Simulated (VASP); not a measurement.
# SnO in VASP: further runs

Runs on SnO. Level: PBE+D3(BJ). Tasks: single point.

Everything below comes from runs of VASP 6.6.1. Logs are shortened: lines on timing, memory, paths and dates and some standing lists are left out, and cuts for length are marked.

**1. The cell of the first run**

The cell holds a slab with vacuum, 4 atoms: a = 3.836 Å, b = 3.836 Å, c = 30.632 Å, α = 90.00°, β = 90.00°, γ = 90.00°.

**2. Single point, PBE+D3(BJ)**

INCAR reads:

```
ALGO = Normal ; DIPOL = 0.5 0.5 0.500
EDIFF = 1E-6 ; ENCUT = 520
GGA = PE ; IDIPOL = 3
ISIF = 2 ; ISMEAR = 0
IVDW = 12 ; LASPH = True
LCHARG = False ; LDIPOL = True
LREAL = False ; LWAVE = False
NBANDS = 28 ; NELM = 100
PREC = Accurate ; SIGMA = 0.02
```

KPOINTS reads:

```
k-points
0
Gamma
  6 6 1
```

POSCAR reads:

```
SnO
1.0
    3.8363720850      0.0000000000      0.0000000000
    0.0000000000      3.8363720850      0.0000000000
    0.0000000000      0.0000000000     30.6319094493
Sn O
2 2
Direct
    0.5000000000      0.0000000000      0.4621970232
    0.0000000000      0.5000000000      0.5378029768
    0.0000000000      0.0000000000      0.5000000000
    0.5000000000      0.5000000000      0.5000000000
```

Potentials or basis: VASP PAW PBE potentials, release 64 (Sn_d, O).

Command:

```sh
cat potpaw_PBE.64/Sn_d/POTCAR potpaw_PBE.64/O/POTCAR > POTCAR
mpirun -np 1 vasp_std > vasp.out
```

OUTCAR:

```text
EDIFF = 1E-6
   ENCUT = 520
   GGA = PE
   ISIF = 2
   ISMEAR = 0
   IVDW = 12
   LASPH = True
   LREAL = False
   NELM = 100
   PREC = Accurate
 IVDW          = 12

 ion  position               nearest neighbor table
   1  0.500  0.000  0.462-   3 2.24   4 2.24   4 2.24   3 2.24   2 3.57   2 3.57   2 3.57   2 3.57

   2  0.000  0.500  0.538-   3 2.24   4 2.24   3 2.24   4 2.24   1 3.57   1 3.57   1 3.57   1 3.57

   3  0.000  0.000  0.500-   1 2.24   2 2.24   2 2.24   1 2.24
   4  0.500  0.500  0.500-   1 2.24   2 2.24   1 2.24   2 2.24

  LATTYP: Found a simple tetragonal cell.
 ALAT       =     3.8363720850
 C/A-ratio  =     7.9846033624

  Lattice vectors:

 A1 = (   3.8363720850,   0.0000000000,   0.0000000000)
 A2 = (   0.0000000000,   3.8363720850,   0.0000000000)
 A3 = (   0.0000000000,   0.0000000000,  30.6319094493)

Analysis of symmetry for initial positions (statically):
=====================================================================
 Subroutine PRICEL returns:
 Original cell was already a primitive cell.

 Routine SETGRP: Setting up the symmetry group for a
 simple tetragonal supercell.

 Subroutine GETGRP returns: Found 16 space group operations
 (whereof  8 operations were pure point group operations)
 out of a pool of 16 trial point group operations.

The static configuration has the point symmetry D_2d.
 The point group associated with its full space group is D_4h.

Analysis of symmetry for dynamics (positions and initial velocities):
=====================================================================
 Subroutine PRICEL returns:
 Original cell was already a primitive cell.

 Routine SETGRP: Setting up the symmetry group for a
 simple tetragonal supercell.

 Subroutine GETGRP returns: Found 16 space group operations
 (whereof  8 operations were pure point group operations)
 out of a pool of 16 trial point group operations.

The dynamic configuration has the point symmetry D_2d.
 The point group associated with its full space group is D_4h.

 Subroutine INISYM returns: Found 16 space group operations
 (whereof  8 operations are pure point group operations),
 and found     1 'primitive' translations

----------------------------------------------------------------------------------------

                                     Primitive cell

  volume of cell :     450.8328

  direct lattice vectors                    reciprocal lattice vectors
     3.836372085  0.000000000  0.000000000     0.260662933  0.000000000  0.000000000
     0.000000000  3.836372085  0.000000000     0.000000000  0.260662933  0.000000000
     0.000000000  0.000000000 30.631909449     0.000000000  0.000000000  0.032645696

  length of vectors
     3.836372085  3.836372085 30.631909449     0.260662933  0.260662933  0.032645696

  position of ions in fractional coordinates (direct lattice)
     0.500000000  0.000000000  0.462197023
     0.000000000  0.500000000  0.537802977
     0.000000000  0.000000000  0.500000000
     0.500000000  0.500000000  0.500000000

  ion indices of the primitive-cell ions
   primitive index   ion index
                 1           1
                 2           2
                 3           3
                 4           4

----------------------------------------------------------------------------------------

 KPOINTS: k-points

Automatic generation of k-mesh.
 Grid dimensions read from file:
 generate k-points for:    6    6    1

 Generating k-lattice:

  Cartesian coordinates                     Fractional coordinates (reciprocal lattice)
     0.043443822  0.000000000  0.000000000     0.166666667  0.000000000  0.000000000
     0.000000000  0.043443822  0.000000000     0.000000000  0.166666667  0.000000000
     0.000000000  0.000000000  0.032645696     0.000000000  0.000000000  1.000000000

  Length of vectors
     0.043443822  0.043443822  0.032645696

  Shift w.r.t. Gamma in fractional coordinates (k-lattice)
     0.000000000  0.000000000  0.000000000

 Subroutine IBZKPT returns following result:
 ===========================================

 Found     10 irreducible k-points:

 Following reciprocal coordinates:
            Coordinates               Weight
  0.000000  0.000000  0.000000      1.000000
  0.166667  0.000000  0.000000      4.000000
  0.333333  0.000000  0.000000      4.000000
  0.500000  0.000000  0.000000      2.000000
  0.166667  0.166667  0.000000      4.000000
  0.333333  0.166667  0.000000      8.000000
  0.500000  0.166667  0.000000      4.000000
  0.333333  0.333333  0.000000      4.000000
  0.500000  0.333333  0.000000      4.000000
  0.500000  0.500000  0.000000      1.000000
   k-points           NKPTS =     10   k-points in BZ     NKDIM =     10   number of bands    NBANDS=     28
   number of dos      NEDOS =    301   number of ions     NIONS =      4
   total plane-waves  NPLWV = 216000
   dimension x,y,z NGX =    30 NGY =   30 NGZ =  240
   dimension x,y,z NGXF=    60 NGYF=   60 NGZF=  480
   ions per type =               2   2
   NGX,Y,Z   is equivalent  to a cutoff of  13.00, 13.00, 13.03 a.u.
   NGXF,Y,Z  is equivalent  to a cutoff of  26.00, 26.00, 26.05 a.u.
 SYSTEM =  unknown system
   PREC   = accura    normal or accurate (medium, high low for compatibility)
   ISTART =      0    job   : 0-new  1-cont  2-samecut
   ICHARG =      2    charge: 1-file 2-atom 10-const
   ISPIN  =      1    spin polarized calculation?
   LNONCOLLINEAR =      F non collinear calculations
   LSORBIT =      F    spin-orbit coupling
   LASPH  =      T    aspherical Exc in radial PAW
   ENCUT  =  520.0 eV  38.22 Ry    6.18 a.u.   7.13  7.13 56.96*2*pi/ulx,y,z
   NELM   =    100;   NELMIN=  2; NELMDL= -5     # of ELM steps
   EDIFF  = 0.1E-05   stopping-criterion for ELM
   LREAL  =      F    real-space projection
   EDIFFG = 0.1E-04   stopping-criterion for IOM
   NSW    =      0    number of steps for IOM
   IBRION =     -1    ionic relax: 0-MD 1-quasi-New 2-CG
   NFREE  =      0    steps in history (QN), initial steepest desc. (CG)
   ISIF   =      2    stress and relaxation
   ISYM   =      2    0-nonsym 1-usesym 2-fastsym
   POTIM  = 0.5000    time-step for ionic-motion
   TEBEG  =    0.0;   TEEND  =   0.0 temperature during run
   PSTRESS=    0.0 pullay stress
   NELECT =      40.0000    total number of electrons
[... 11 lines left out ...]
  Thomas-Fermi vector in A             =   1.822071
   LORBIT       =      0    0 simple, 1 ext, 2 COOP (PROOUT), +10 PAW based schemes
   GGA     = PE    functional components
   LHFCALC =     F    Hartree Fock is set to
   AEXX    =    0.0000 exact exchange contribution
   IVDW    =    12    specifies the selected vdW correction
   LEPSILON=     F    determine dielectric tensor
   LRPA    =     F    only Hartree local field effects (RPA)
 non-spin polarized calculation
 Gauss-broadening in eV      SIGMA  =   0.02
  energy-cutoff  :      520.00
  volume of cell :      450.83
 maximum number of plane-waves:     12236
 NGX is ok and might be reduce to    30
   NGX = 15   NGY = 15   NGZ =113

 number of electron      40.0000024 magnetization

 dipolmoment           0.000000      0.000000     -0.000000 electrons x Angstroem

 Free energy of the ion-electron system (eV)
  ---------------------------------------------------
  ext. energy  EPLUGINS =         0.00000000
  ---------------------------------------------------
  free energy    TOTEN  =       -22.57073361 eV

  energy without entropy =      -22.57073361  energy(sigma->0) =      -22.57073361

 E-fermi :  -3.4902     XC(G=0):  -2.0794

 val. band max:       -3.5906605090   @ k =   0.1667   0.1667   0.0000
 cond. band min:      -0.6239336729   @ k =   0.0000   0.0000   0.0000
 fundamental gap:      2.9667268361
 Fermi energy:        -3.4902420500

 k-point     1 :       0.0000    0.0000    0.0000
  band No.  band energies     occupation
      1     -24.2560      2.00000
      2     -23.8649      2.00000
      3     -23.8385      2.00000
      4     -23.8385      2.00000
      5     -23.8159      2.00000
      6     -23.7928      2.00000
[... 20 lines left out ...]
     27       1.9975      0.00000
     28       2.1985      0.00000

 k-point     2 :       0.1667    0.0000    0.0000
  band No.  band energies     occupation
      1     -24.2434      2.00000
      2     -23.8804      2.00000
      3     -23.8402      2.00000
      4     -23.8354      2.00000
      5     -23.8299      2.00000
      6     -23.8224      2.00000
[... 20 lines left out ...]
     27       2.2748      0.00000
     28       2.4175      0.00000

 k-point     3 :       0.3333    0.0000    0.0000
  band No.  band energies     occupation
      1     -24.2075      2.00000
      2     -24.0223      2.00000
      3     -23.8437      2.00000
      4     -23.8351      2.00000
      5     -23.8264      2.00000
      6     -23.8203      2.00000
[... 20 lines left out ...]
     27       2.8764      0.00000
     28       3.1417      0.00000

 k-point     4 :       0.5000    0.0000    0.0000
  band No.  band energies     occupation
      1     -24.1395      2.00000
      2     -24.1395      2.00000
      3     -23.8434      2.00000
      4     -23.8434      2.00000
      5     -23.8175      2.00000
      6     -23.8175      2.00000
[... 20 lines left out ...]
     27       3.9216      0.00000
     28       3.9216      0.00000

 k-point     5 :       0.1667    0.1667    0.0000
  band No.  band energies     occupation
      1     -24.2333      2.00000
      2     -23.9262      2.00000
      3     -23.8494      2.00000
      4     -23.8395      2.00000
      5     -23.8341      2.00000
      6     -23.8156      2.00000
[... 20 lines left out ...]
     27       2.3086      0.00000
     28       2.5761      0.00000

 k-point     6 :       0.3333    0.1667    0.0000
  band No.  band energies     occupation
      1     -24.2051      2.00000
      2     -24.0503      2.00000
      3     -23.8398      2.00000
      4     -23.8360      2.00000
      5     -23.8266      2.00000
      6     -23.8186      2.00000
[... 20 lines left out ...]
     27       3.0906      0.00000
     28       3.1319      0.00000

 k-point     7 :       0.5000    0.1667    0.0000
  band No.  band energies     occupation
      1     -24.1494      2.00000
      2     -24.1494      2.00000
      3     -23.8395      2.00000
      4     -23.8395      2.00000
      5     -23.8175      2.00000
      6     -23.8175      2.00000
[... 20 lines left out ...]
     27       4.2586      0.00000
     28       4.2586      0.00000

 k-point     8 :       0.3333    0.3333    0.0000
  band No.  band energies     occupation
      1     -24.1987      2.00000
      2     -24.1179      2.00000
      3     -23.8325      2.00000
      4     -23.8273      2.00000
      5     -23.8216      2.00000
      6     -23.8170      2.00000
[... 20 lines left out ...]
     27       3.9474      0.00000
     28       3.9728      0.00000

 k-point     9 :       0.5000    0.3333    0.0000
  band No.  band energies     occupation
      1     -24.1745      2.00000
      2     -24.1745      2.00000
      3     -23.8328      2.00000
      4     -23.8328      2.00000
      5     -23.8100      2.00000
      6     -23.8100      2.00000
[... 20 lines left out ...]
     27       3.9176      0.00000
     28       3.9176      0.00000

 k-point    10 :       0.5000    0.5000    0.0000
  band No.  band energies     occupation
      1     -24.1887      2.00000
      2     -24.1887      2.00000
      3     -23.8346      2.00000
      4     -23.8346      2.00000
      5     -23.7996      2.00000
      6     -23.7996      2.00000
[... 20 lines left out ...]
     27       3.8528      0.00000
     28       3.8528      0.00000

------------------------ aborting loop because EDIFF is reached ----------------------------------------

 vacuum level on the upper side and lower side of the slab       (xc-potential included)        -0.006        -0.006

 Edisp (eV)   -0.54555

 E8    (eV) :    -0.2468

  FORCE on cell =-STRESS in cart. coord.  units (eV):
  Direction    XX          YY          ZZ          XY          YZ          ZX
  --------------------------------------------------------------------------------------
  -------------------------------------------------------------------------------------
  Total       0.25114     0.25114     0.92205     0.00000    -0.00000     0.00000
  in kB       0.89251     0.89251     3.27680     0.00000    -0.00000     0.00000
  external pressure =        1.69 kB  Pullay stress =        0.00 kB

 VOLUME and BASIS-vectors are now :
 -----------------------------------------------------------------------------
  energy-cutoff  :      520.00
  volume of cell :      450.83
      direct lattice vectors                 reciprocal lattice vectors
     3.836372085  0.000000000  0.000000000     0.260662933  0.000000000  0.000000000
     0.000000000  3.836372085  0.000000000     0.000000000  0.260662933  0.000000000
     0.000000000  0.000000000 30.631909449     0.000000000  0.000000000  0.032645696

 POSITION                                       TOTAL-FORCE (eV/Angst)
 -----------------------------------------------------------------------------------
      1.91819      0.00000     14.15798        -0.000000      0.000000     -0.427248
      0.00000      1.91819     16.47393         0.000000      0.000000      0.427248
      0.00000      0.00000     15.31595         0.000000     -0.000000      0.000000
      1.91819      1.91819     15.31595         0.000000      0.000000      0.000000
 -----------------------------------------------------------------------------------
    total drift:                                0.000000      0.000000      0.000000

  FREE ENERGIE OF THE ION-ELECTRON SYSTEM (eV)
  ---------------------------------------------------
  free  energy   TOTEN  =       -23.1162797643 eV

  energy  without entropy=      -23.1162797643  energy(sigma->0) =      -23.11627976

 vacuum level on the upper side and lower side of the slab         1.776         1.776
```

Wall time 3.3 min (1 thread of Intel Xeon Platinum 8488C (Sapphire Rapids), shared host); peak memory 0.53 GiB.

Results:

* Free energy: -23.1163 eV
* Largest force: 0.427 eV/Å
* Band gap on the k mesh: 2.97 eV, indirect (least direct gap 3.01 eV)
* Dispersion energy per atom: -0.136 eV

Forces on the atoms (eV/Å):
```
Sn   0.000  0.000 -0.427
Sn   0.000  0.000  0.427
O    0.000  0.000  0.000
O    0.000  0.000  0.000
```

Levels at points of the mesh, in eV from the valence-band top:
```tsv
k point	band 16	band 17	band 18	band 19	band 20	band 21	band 22	band 23	band 24	band 25
(0.00, 0.00, 0.00)	-3.70	-2.18	-1.87	-1.87	-0.04	2.97	3.00	5.18	5.25	5.54
(0.50, 0.00, 0.00)	-3.81	-3.48	-3.48	-0.53	-0.53	3.23	3.23	5.69	5.69	7.22
(0.50, 0.50, 0.00)	-3.94	-1.21	-1.21	-0.68	-0.68	3.13	3.13	5.25	5.25	6.55
```

Caveat: spin-orbit coupling is left out, which moves the levels of the heavy elements.

**3. Single point, PBE+D3(BJ)**

This run uses another cell than the first one, of 81.09 Å³/atom, 0.719 times its volume.

INCAR reads:

```
SYSTEM = SnO
ALGO = Normal
DIPOL = 0.5 0.5 0.256
EDIFF = 1E-6
ENCUT = 520
GGA = PE
GGA_COMPAT = .False.
IDIPOL = 3
ISIF = 2
ISMEAR = 0
IVDW = 12
LASPH = .True.
LCHARG = .False.
LDIPOL = .True.
LREAL = .False.
LWAVE = .False.
NBANDS = 28
NELM = 120
NELMDL = -8
PREC = Accurate
SIGMA = 0.05
```

KPOINTS reads:

```
k-points
0
Gamma
  7 7 1
  0 0 0
```

POSCAR reads:

```
SnO
1.0
    3.8201708766      0.0000000000      0.0000000000
    0.0000000000      3.8201708766      0.0000000000
    0.0000000000      0.0000000000     22.2260720666
Sn O
2 2
Direct
    0.5000000000      0.0000000000      0.2024649244
    0.0000000000      0.5000000000      0.3087831270
    0.0000000000      0.0000000000      0.2556240257
    0.5000000000      0.5000000000      0.2556240257
```

Potentials or basis: VASP PAW PBE potentials, release 64 (Sn_d, O).

Command:

```sh
cat potpaw_PBE.64/Sn_d/POTCAR potpaw_PBE.64/O/POTCAR > POTCAR
mpirun -np 1 vasp_std > vasp.out
```

Wall time 4.3 min (1 thread of Intel Xeon 8259CL, shared host); peak memory 0.38 GiB.

Results (log left out):

* Free energy: -23.1270 eV
* Largest force: 0.097 eV/Å
* Band gap on the k mesh: 3.06 eV, indirect (least direct gap 3.14 eV)
* Dispersion energy per atom: -0.137 eV

Forces on the atoms (eV/Å):
```
Sn   0.000  0.000 -0.097
Sn   0.000  0.000  0.097
O    0.000  0.000  0.000
O    0.000  0.000  0.000
```

Levels at points of the mesh, in eV from the valence-band top:
```
           k point  band 16  band 17  band 18  band 19  band 20  band 21  band 22  band 23  band 24  band 25
(0.00, 0.00, 0.00)    -3.70    -2.08    -1.67    -1.67    -0.04     3.10     3.16     5.26     5.27     5.63
```

Caveat: spin-orbit coupling is left out, which moves the levels of the heavy elements.

**4. Single point, PBE+D3(BJ)**

INCAR reads:

```
SYSTEM = SnO
ALGO     = Normal         ! electronic algorithm
DIPOL    = 0.5 0.5 0.500
EDIFF    = 1E-6           ! SCF threshold, eV
ENCUT    = 910            ! plane-wave cutoff, eV
GGA      = PE             ! functional
GGA_COMPAT= .FALSE.      
IDIPOL   = 3            
ISIF     = 2              ! what is computed and relaxed
ISMEAR   = 0              ! smearing method
IVDW     = 12             ! dispersion correction
LASPH    = .TRUE.         ! aspherical terms in the spheres
LCHARG   = .TRUE.         ! write CHGCAR
LDIPOL   = .TRUE.       
LELF     = .TRUE.         ! ELF
LREAL    = .FALSE.        ! projectors in reciprocal space
LVACPOTAV= .TRUE.       
LVHAR    = .TRUE.       
LWAVE    = .FALSE.        ! write WAVECAR
NBANDS   = 28             ! bands
NELM     = 120            ! most SCF steps
NELMDL   = -8           
PREC     = Accurate       ! precision mode
SIGMA    = 0.1            ! smearing width, eV
```

KPOINTS reads:

```
k-points
0
G
  6 6 1
  0 0 0
```

POSCAR reads:

```
SnO
1.0
    3.8363720850      0.0000000000      0.0000000000
    0.0000000000      3.8363720850      0.0000000000
    0.0000000000      0.0000000000     30.6319094493
Sn O
2 2
Direct
    0.5000000000      0.0000000000      0.4621970232
    0.0000000000      0.5000000000      0.5378029768
    0.0000000000      0.0000000000      0.5000000000
    0.5000000000      0.5000000000      0.5000000000
```

Potentials or basis: VASP PAW PBE potentials, release 64 (Sn_d, O_h).

Command:

```sh
cat potpaw_PBE.64/Sn_d/POTCAR potpaw_PBE.64/O_h/POTCAR > POTCAR
mpirun -np 1 vasp_std > vasp.out
```

Wall time 8.7 min (1 thread of Intel Xeon Platinum 8375C at 2.90GHz (Ice Lake), shared host); peak memory 1.1 GiB.

The run converged. Its results:

```yaml
Free_energy: -23.1300 eV
Largest_force: 0.420 eV/Å
Band_gap_on_the_k_mesh: 2.97 eV, indirect (least direct gap 3.01 eV)
Dispersion_energy_per_atom: -0.136 eV
```

Forces on the atoms (eV/Å):
```
Sn   0.000  0.000 -0.420
Sn   0.000  0.000  0.420
O    0.000  0.000  0.000
O    0.000  0.000  0.000
```

Levels at points of the mesh, in eV from the valence-band top:
| k point | band 17 | band 18 | band 19 | band 20 | band 21 | band 22 | band 23 | band 24 |
| --- | --- | --- | --- | --- | --- | --- | --- | --- |
| (0.00, 0.00, 0.00) | -2.18 | -1.87 | -1.87 | -0.04 | 2.97 | 3.00 | 5.18 | 5.24 |
| (0.50, 0.00, 0.00) | -3.48 | -3.48 | -0.53 | -0.53 | 3.23 | 3.23 | 5.69 | 5.69 |
| (0.50, 0.50, 0.00) | -1.21 | -1.21 | -0.68 | -0.68 | 3.13 | 3.13 | 5.26 | 5.26 |

Caveat: the cutoff is under 1.25 times the usual one of these potentials, so pressure, stress and relaxed cells hold a basis-set (Pulay) error; spin-orbit coupling is left out, which moves the levels of the heavy elements.

**5. Overview**

```csv
potentials or basis,cell,k mesh,cutoff (eV),smearing,second run,gap on the mesh (eV),largest force (eV/Å)
"VASP PAW PBE potentials, release 64 (Sn_d, O)","a = 3.836, b = 3.836, c = 30.632 Å, 4 atoms",6 × 6 × 1,520,gaussian 0.02 eV,-,2.97,0.43
"VASP PAW PBE potentials, release 64 (Sn_d, O)","a = 3.820, b = 3.820, c = 22.226 Å, 4 atoms",7 × 7 × 1,520,gaussian 0.05 eV,-,3.06,0.10
"VASP PAW PBE potentials, release 64 (Sn_d, O_h)","a = 3.836, b = 3.836, c = 30.632 Å, 4 atoms",6 × 6 × 1,910,gaussian 0.1 eV,hard_potentials,2.97,0.42
```

Alike in all rows: task single point; level PBE+D3(BJ); no spin polarisation.

Caveats: spin-orbit coupling is left out, which moves the levels of the heavy elements; the cutoff is under 1.25 times the usual one of these potentials, so pressure, stress and relaxed cells hold a basis-set (Pulay) error (some runs).

Total energies depend on the potentials used, so only differences within one code and one set of settings carry meaning.
